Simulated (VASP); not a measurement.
# Ag (P6_3/mmc) in VASP: a series of runs

Ag is run at these levels: PBE, PBE+D3(BJ), PBE+D4; tasks: relaxation of cell and atoms.

All numbers are computed with VASP 6.6.1; they aren't measurements. Logs are shortened: lines on timing, memory, paths and dates and some standing lists are left out, and cuts for length are marked.

## 1. The cell of the first run

The structure is hexagonal, space group P6_3/mmc (No. 194). The conventional cell has a = 2.930 Å, b = 2.930 Å, c = 4.790 Å, α = 90.00°, β = 90.00°, γ = 120.00°. Ag (site symmetry -6m2) has 12 Ag at 2.93 Å within 3.9 Å.

This isn't the form of Ag at room conditions, which is fcc.

## 2. Relaxation of cell and atoms, PBE

File INCAR:

```
SYSTEM = Ag
ALGO     = Normal         ! electronic algorithm
EDIFF    = 1E-6           ! SCF threshold, eV
EDIFFG   = -0.01          ! ionic threshold
ENCUT    = 600            ! plane-wave cutoff, eV
GGA      = PE             ! functional
IBRION   = 2              ! ionic algorithm
ISIF     = 3              ! what is computed and relaxed
ISMEAR   = -1             ! smearing method
LASPH    = .True.         ! aspherical terms in the spheres
LCHARG   = .False.        ! write CHGCAR
LREAL    = .False.        ! projectors in reciprocal space
LWAVE    = .False.        ! write WAVECAR
NELM     = 100            ! most SCF steps
NSW      = 60             ! ionic steps
PREC     = Accurate       ! precision mode
SIGMA    = 0.05           ! smearing width, eV
```

File KPOINTS:

```
k-points
0
Gamma
  10 10 6
  0 0 0
```

File POSCAR:

```
Ag
1.0
    2.9300000000      0.0000000000      0.0000000000
   -1.4650000000      2.5374544331      0.0000000000
    0.0000000000      0.0000000000      4.7900000000
Ag
2
Direct
    0.6666666667      0.3333333333      0.7500000000
    0.3333333333      0.6666666667      0.2500000000
```

Potentials or basis: VASP PAW PBE potentials, release 64 (Ag).

Started as:

```sh
> cat potpaw_PBE.64/Ag/POTCAR > POTCAR
> mpirun -np 1 vasp_std > vasp.out
```

OUTCAR:

```text
SYSTEM = Ag
   EDIFF = 1E-6
   EDIFFG = -0.01
   ENCUT = 600
   GGA = PE
   IBRION = 2
   ISIF = 3
   ISMEAR = -1
   LASPH = .True.
   LREAL = .False.
   NELM = 100
   NSW = 60
   PREC = Accurate

 ion  position               nearest neighbor table
   1  0.667  0.333  0.750-   2 2.93   2 2.93   2 2.93   2 2.93   2 2.93   2 2.93
   2  0.333  0.667  0.250-   1 2.93   1 2.93   1 2.93   1 2.93   1 2.93   1 2.93

  LATTYP: Found a hexagonal cell.
 ALAT       =     2.9300000000
 C/A-ratio  =     1.6348122867

  Lattice vectors:

 A1 = (   2.9300000000,   0.0000000000,   0.0000000000)
 A2 = (  -1.4650000000,   2.5374544331,   0.0000000000)
 A3 = (   0.0000000000,   0.0000000000,   4.7900000000)

Analysis of symmetry for initial positions (statically):
=====================================================================
 Subroutine PRICEL returns:
 Original cell was already a primitive cell.

 Routine SETGRP: Setting up the symmetry group for a
 hexagonal supercell.

 Subroutine GETGRP returns: Found 24 space group operations
 (whereof 12 operations were pure point group operations)
 out of a pool of 24 trial point group operations.

The static configuration has the point symmetry D_3d.
 The point group associated with its full space group is D_6h.

Analysis of symmetry for dynamics (positions and initial velocities):
=====================================================================
 Subroutine PRICEL returns:
 Original cell was already a primitive cell.

 Routine SETGRP: Setting up the symmetry group for a
 hexagonal supercell.

 Subroutine GETGRP returns: Found 24 space group operations
 (whereof 12 operations were pure point group operations)
 out of a pool of 24 trial point group operations.

The dynamic configuration has the point symmetry D_3d.
 The point group associated with its full space group is D_6h.

 Subroutine INISYM returns: Found 24 space group operations
 (whereof 12 operations are pure point group operations),
 and found     1 'primitive' translations

----------------------------------------------------------------------------------------

                                     Primitive cell

  volume of cell :      35.6124

  direct lattice vectors                    reciprocal lattice vectors
     2.930000000  0.000000000  0.000000000     0.341296928  0.197047873  0.000000000
    -1.465000000  2.537454433  0.000000000     0.000000000  0.394095747  0.000000000
     0.000000000  0.000000000  4.790000000     0.000000000  0.000000000  0.208768267

  length of vectors
     2.930000000  2.930000000  4.790000000     0.394095747  0.394095747  0.208768267

  position of ions in fractional coordinates (direct lattice)
     0.666666667  0.333333333  0.750000000
     0.333333333  0.666666667  0.250000000

  ion indices of the primitive-cell ions
   primitive index   ion index
                 1           1
                 2           2

----------------------------------------------------------------------------------------

 KPOINTS: k-points

Automatic generation of k-mesh.
 Grid dimensions read from file:
 generate k-points for:   10   10    6

 Generating k-lattice:

  Cartesian coordinates                     Fractional coordinates (reciprocal lattice)
     0.034129693  0.019704787  0.000000000     0.100000000  0.000000000  0.000000000
     0.000000000  0.039409575  0.000000000     0.000000000  0.100000000  0.000000000
     0.000000000  0.000000000  0.034794711     0.000000000  0.000000000  0.166666667

  Length of vectors
     0.039409575  0.039409575  0.034794711

  Shift w.r.t. Gamma in fractional coordinates (k-lattice)
     0.000000000  0.000000000  0.000000000

 Subroutine IBZKPT returns following result:
 ===========================================

 Found     56 irreducible k-points:

 Following reciprocal coordinates:
            Coordinates               Weight
  0.000000  0.000000  0.000000      1.000000
  0.100000  0.000000  0.000000      6.000000
  0.200000  0.000000  0.000000      6.000000
  0.300000  0.000000  0.000000      6.000000
  0.400000  0.000000  0.000000      6.000000
  0.500000  0.000000  0.000000      3.000000
[... 16 lines left out ...]
  0.300000  0.100000  0.166667     24.000000
  0.400000  0.100000  0.166667     24.000000
 [... further k-points ...]
   k-points           NKPTS =     56   k-points in BZ     NKDIM =     56   number of bands    NBANDS=     15
   number of dos      NEDOS =    301   number of ions     NIONS =      2
   total plane-waves  NPLWV =  23040
   dimension x,y,z NGX =    24 NGY =   24 NGZ =   40
   dimension x,y,z NGXF=    48 NGYF=   48 NGZF=   80
   ions per type =               2
   NGX,Y,Z   is equivalent  to a cutoff of  13.62, 13.62, 13.88 a.u.
   NGXF,Y,Z  is equivalent  to a cutoff of  27.23, 27.23, 27.77 a.u.
 SYSTEM =  Ag
   PREC   = accura    normal or accurate (medium, high low for compatibility)
   ISTART =      0    job   : 0-new  1-cont  2-samecut
   ICHARG =      2    charge: 1-file 2-atom 10-const
   ISPIN  =      1    spin polarized calculation?
   LNONCOLLINEAR =      F non collinear calculations
   LSORBIT =      F    spin-orbit coupling
   LASPH  =      T    aspherical Exc in radial PAW
   ENCUT  =  600.0 eV  44.10 Ry    6.64 a.u.   5.85  5.85  9.57*2*pi/ulx,y,z
   NELM   =    100;   NELMIN=  2; NELMDL= -5     # of ELM steps
   EDIFF  = 0.1E-05   stopping-criterion for ELM
   LREAL  =      F    real-space projection
   EDIFFG = -.1E-01   stopping-criterion for IOM
   NSW    =     60    number of steps for IOM
   IBRION =      2    ionic relax: 0-MD 1-quasi-New 2-CG
   NFREE  =      1    steps in history (QN), initial steepest desc. (CG)
   ISIF   =      3    stress and relaxation
   ISYM   =      2    0-nonsym 1-usesym 2-fastsym
   POTIM  = 0.5000    time-step for ionic-motion
   TEBEG  =    0.0;   TEEND  =   0.0 temperature during run
   PSTRESS=    0.0 pullay stress
   NELECT =      22.0000    total number of electrons
   NUPDOWN=      -1.0000    fix difference up-down
   EMIN   =  10.00;   EMAX   =-10.00  energy-range for DOS
   EFERMI =   0.00;   METHOD = LEGACY
   ISMEAR =    -1;   SIGMA  =   0.05  broadening in eV -4-tet -1-fermi 0-gaus
   EFERMI_NEDOS =   21; number of points for ismear=-14 and -15
   IALGO  =     38    algorithm
   IMIX   =      4    mixing-type and parameters
     AMIX     =   0.40;   BMIX     =  1.00
     AMIX_MAG =   1.60;   BMIX_MAG =  1.00
  volume/ion in A,a.u.               =      17.81       120.16
  Fermi-wavevector in a.u.,A,eV,Ry     =   1.394275  2.634799 26.449782  1.944004
  Thomas-Fermi vector in A             =   2.517840
   LORBIT       =      0    0 simple, 1 ext, 2 COOP (PROOUT), +10 PAW based schemes
   GGA     = PE    functional components
   LHFCALC =     F    Hartree Fock is set to
   AEXX    =    0.0000 exact exchange contribution
   IVDW    =     0    specifies the selected vdW correction
   LEPSILON=     F    determine dielectric tensor
   LRPA    =     F    only Hartree local field effects (RPA)
 conjugate gradient relaxation of ions
 non-spin polarized calculation
  energy-cutoff  :      600.00
  volume of cell :       35.61
 maximum number of plane-waves:      1204
 NGX is ok and might be reduce to    24
   NGX = 11   NGY = 11   NGZ = 19

--------------------------------------- Ionic step        1  -------------------------------------------

 number of electron      22.0000005 magnetization

 Free energy of the ion-electron system (eV)
  ---------------------------------------------------
  ext. energy  EPLUGINS =         0.00000000
  ---------------------------------------------------
  free energy    TOTEN  =        -5.42057091 eV

  energy without entropy =       -5.41517368  energy(sigma->0) =       -5.41787230

------------------------ aborting loop because EDIFF is reached ----------------------------------------

  FORCE on cell =-STRESS in cart. coord.  units (eV):
  Direction    XX          YY          ZZ          XY          YZ          ZX
  --------------------------------------------------------------------------------------
  -------------------------------------------------------------------------------------
  Total        0.1492985      0.1492985      0.0066015      0.0000000     -0.0000000      0.0000000
  in kB        6.7168355      6.7168355      0.2969956      0.0000000     -0.0000000      0.0000000
  external PRESSURE =       4.5768889 kB  Pullay stress =       0.0000000 kB
[... 165 lines left out ...]
  energy  without entropy=       -5.4158686944  energy(sigma->0) =       -5.41851359

--------------------------------------- Ionic step        6  -------------------------------------------

 number of electron      22.0000006 magnetization

 Free energy of the ion-electron system (eV)
  ---------------------------------------------------
  ext. energy  EPLUGINS =         0.00000000
  ---------------------------------------------------
  free energy    TOTEN  =        -5.42117264 eV

  energy without entropy =       -5.41589205  energy(sigma->0) =       -5.41853235

 E-fermi :   7.7527     XC(G=0): -11.9181

 val. band max:        7.5831575829   @ k =   0.3000   0.0000   0.3333
 cond. band min:       7.7775335299   @ k =   0.3000   0.2000   0.3333
 fundamental gap:      0.1943759471
 Fermi energy:         7.7526771215

 k-point     1 :       0.0000    0.0000    0.0000
  band No.  band energies     occupation
      1       0.3540      2.00000
      2       1.6764      2.00000
      3       3.1594      2.00000
      4       3.2254      2.00000
      5       3.2254      2.00000
      6       3.4487      2.00000
      7       3.4487      2.00000
      8       3.7394      2.00000
      9       3.7394      2.00000
     10       4.6938      2.00000
     11       4.6938      2.00000
     12       7.5493      1.96632
     13      11.1905      0.00000
     14      23.2312      0.00000
     15      25.2779      0.00000
[... 397 lines left out ...]
 k-point    24 :       0.4000    0.1000    0.1667
  band No.  band energies     occupation
      1       1.8593      2.00000
      2       1.9568      2.00000
      3       2.5244      2.00000
      4       2.9185      2.00000
      5       3.1453      2.00000
      6       3.7294      2.00000
      7       4.2152      2.00000
      8       4.6333      2.00000
      9       4.7484      2.00000
     10       4.8620      2.00000
     11       7.5151      1.98288
     12      10.1689      0.00000
     13      12.9085      0.00000
     14      14.9016      0.00000
     15      17.0305      0.00000

 [... further k-points ...]

------------------------ aborting loop because EDIFF is reached ----------------------------------------

  FORCE on cell =-STRESS in cart. coord.  units (eV):
  Direction    XX          YY          ZZ          XY          YZ          ZX
  --------------------------------------------------------------------------------------
  -------------------------------------------------------------------------------------
  Total       -0.0044626     -0.0044626      0.0022811      0.0000000      0.0000000      0.0000000
  in kB       -0.1996667     -0.1996667      0.1020610      0.0000000      0.0000000      0.0000000
  external PRESSURE =      -0.0990908 kB  Pullay stress =       0.0000000 kB
[... 17 lines left out ...]
  FREE ENERGIE OF THE ION-ELECTRON SYSTEM (eV)
  ---------------------------------------------------
  free  energy   TOTEN  =        -5.4211726444 eV

  energy  without entropy=       -5.4158920475  energy(sigma->0) =       -5.41853235

 reached required accuracy - stopping structural energy minimisation
```

Wall time 2.3 min (1 thread of Intel Xeon 8259CL, shared host); peak memory 0.18 GiB.

What came out:

| Quantity | Value |
| --- | --- |
| Free energy | -5.4212 eV |
| Relaxed volume | 17.90 Å³/atom |
| Relaxed cell | a = 2.943 Å, b = 2.943 Å, c = 4.775 Å, α = 90.00°, β = 90.00°, γ = 120.00° |
| Space group after relaxing (to 0.1 Å) | P6_3/mmc (No. 194) |
| Energy gained by relaxing | 0.3 meV/atom |
| Ionic steps | 6 |
| Pressure after relaxing | 0.0 GPa |
| Band gap on the k mesh | zero (bands 11 and 12 overlap by 6.38 eV) |

The path:
```tsv
step	energy change (eV)	largest force (eV/Å)	pressure (GPa)	volume (Å³)
1	0.0000	0.0000	0.46	35.61
2	-0.0004	0.0000	-0.21	35.88
3	-0.0005	0.0000	-0.10	35.84
4	-0.0005	0.0000	-0.14	35.85
5	-0.0006	0.0000	-0.02	35.82
6	-0.0006	0.0000	-0.01	35.81
```

Final structure:
```
Ag
1.0
     2.94282    0.00000    0.00000
    -1.47141    2.54855    0.00000
     0.00000    0.00000    4.77456
Ag
2
Direct
  0.66667 0.33333 0.75000
  0.33333 0.66667 0.25000
```

Levels at points of the mesh, in eV from the Fermi level:
| k point | band 8 | band 9 | band 10 | band 11 | band 12 | band 13 | band 14 | band 15 |
| --- | --- | --- | --- | --- | --- | --- | --- | --- |
| (0.00, 0.00, 0.00) | -4.01 | -4.01 | -3.06 | -3.06 | -0.20 | 3.44 | 15.48 | 17.53 |
| (0.50, 0.00, 0.00) | -2.95 | -2.88 | -2.82 | 0.12 | 1.43 | 6.73 | 6.99 | 9.03 |
| (0.00, 0.00, 0.50) | -4.33 | -3.35 | -3.35 | -3.35 | -3.35 | 10.94 | 10.94 | 15.82 |
| (0.50, 0.00, 0.50) | -3.10 | -2.87 | -2.87 | 0.83 | 0.83 | 4.32 | 4.32 | 13.20 |

## 3. Relaxation of cell and atoms, PBE+D3(BJ)

File INCAR:

```
SYSTEM = Ag
PREC     = Accurate       ! precision mode
ENCUT    = 600            ! plane-wave cutoff, eV
EDIFF    = 1E-7           ! SCF threshold, eV
ISMEAR   = -1             ! smearing method
SIGMA    = 0.05           ! smearing width, eV
LREAL    = .FALSE.        ! projectors in reciprocal space
LASPH    = .TRUE.         ! aspherical terms in the spheres
NELM     = 60             ! most SCF steps
ALGO     = Normal         ! electronic algorithm
ISIF     = 3              ! what is computed and relaxed
LWAVE    = .FALSE.        ! write WAVECAR
LCHARG   = .FALSE.        ! write CHGCAR
GGA      = PE             ! functional
IVDW     = 12             ! dispersion correction
IBRION   = 2              ! ionic algorithm
NSW      = 60             ! ionic steps
EDIFFG   = -0.01          ! ionic threshold
```

File KPOINTS:

```
Automatic mesh
0
G
  10 10 6
  0 0 0
```

POSCAR is that of step 2.

Potentials or basis: VASP PAW PBE potentials, release 64 (Ag).

Started as:

```sh
> cat potpaw_PBE.64/Ag/POTCAR > POTCAR
> mpirun -np 1 vasp_std > vasp.out
```

Wall time 2.1 min (1 thread of Intel Xeon 8259CL, shared host); peak memory 0.2 GiB.

The run converged. Its results:

```
Free energy                           : -6.5741 eV
Relaxed volume                        : 16.94 Å³/atom
Relaxed cell                          : a = 2.888 Å, b = 2.888 Å, c = 4.692 Å, α = 90.00°, β = 90.00°, γ = 120.00°
Space group after relaxing (to 0.1 Å) : P6_3/mmc (No. 194)
Energy gained by relaxing             : 13.7 meV/atom
Ionic steps                           : 5
Pressure after relaxing               : 0.0 GPa
Band gap on the k mesh                : zero (bands 11 and 12 overlap by 6.57 eV)
Dispersion energy per atom            : -0.593 eV
```

Step by step:
| step | energy change (eV) | largest force (eV/Å) | pressure (GPa) | volume (Å³) |
| --- | --- | --- | --- | --- |
| 1 | 0.0000 | 0.0000 | -4.75 | 35.61 |
| 2 | -0.0182 | 0.0000 | 3.30 | 32.96 |
| 3 | -0.0273 | 0.0000 | 0.01 | 33.88 |
| 4 | -0.0274 | 0.0000 | 0.01 | 33.88 |
| 5 | -0.0274 | 0.0000 | 0.01 | 33.89 |

Final structure:
```xyz
2
Lattice="2.8876 0.0000 0.0000 -1.4438 2.5008 0.0000 0.0000 0.0000 4.6925" Properties=species:S:1:pos:R:3 pbc="T T T"
Ag    1.4438    0.8336    3.5194
Ag    0.0000    1.6672    1.1731
```

Levels at points of the mesh, in eV from the Fermi level:
```tsv
k point	band 7	band 8	band 9	band 10	band 11	band 12	band 13	band 14	band 15
(0.00, 0.00, 0.00)	-4.48	-4.15	-4.15	-3.11	-3.11	-0.38	3.70	15.64	17.71
(0.50, 0.00, 0.00)	-3.84	-2.99	-2.91	-2.84	0.09	1.55	6.97	7.21	9.50
(0.00, 0.00, 0.50)	-4.56	-4.56	-3.43	-3.43	-3.43	-3.43	11.31	11.31	16.01
(0.50, 0.00, 0.50)	-3.16	-3.16	-2.90	-2.90	0.75	0.75	4.63	4.63	13.65
```

[end of part 1 of 2]
